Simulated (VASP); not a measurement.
Runs of VASP 6.6.1 on Nb. The structure is that of space group I4/mmm (No. 139), or close to it. The cells are those of the table. 

```tsv
cell	gap on the mesh (eV)	pressure (GPa)
a = 2.981 Å, angles 112.1, 112.1, 104.2°, 1 atom	none	-19.9
a = 2.968 Å, angles 111.8, 111.8, 104.9°, 1 atom	none	(a)
a = 2.812 Å, angles 107.4, 107.4, 113.6°, 1 atom	none	5.3
a = 2.956 Å, angles 111.5, 111.5, 105.5°, 1 atom	none	(b)
a = 2.789 Å, angles 106.8, 106.8, 115.1°, 1 atom	none	11.8
```

Alike in all rows: task single point; level PBEsol; potentials or basis VASP PAW PBE potentials, release 64 (Nb_sv); no spin polarisation; k mesh 20 × 20 × 20; cutoff (eV) 520; smearing gaussian 0.15 eV.

Estimate the missing entries.

(a) -18.8; (b) -17.7.

Caveats: the PAW data sets were made with another functional, which shifts forces and pressure a little.

A k mesh can miss the band edges, and the runs leave out spin-orbit coupling on Nb.

A gap of «none» marks levels without a gap at the run's occupations.
